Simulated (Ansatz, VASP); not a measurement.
**Two plane-wave programs on In**

```
In
1.0
     3.53096    0.00000    0.00000
    -1.76548    3.05790    0.00000
     0.00000    0.00000    5.73876
In
2
Direct
  0.33333 0.66667 0.25000
  0.66667 0.33333 0.75000
```

Alike in both runs: task single point; functional PBE; k mesh 12 × 12 × 7; occupations fermi-dirac, width 0.1 eV; no spin polarisation.

|  | VASP | Ansatz |
| --- | --- | --- |
| version | VASP 6.6.1 | Ansatz 0.2.0 |
| potentials or method | VASP PAW PBE potentials, release 64 (In_d), cutoff 520 eV | plane waves (420 eV) with PAW, scalar-relativistic |
| valence electrons in the cell | 26 | 26 |

|  | VASP | Ansatz | Ansatz less VASP |
| --- | --- | --- | --- |
| pressure (GPa) | -2.9 | -2.9 | +0.03 |
| traceless stress, the component that is largest in VASP (GPa) | -0.40 | -0.40 | -0.001 |
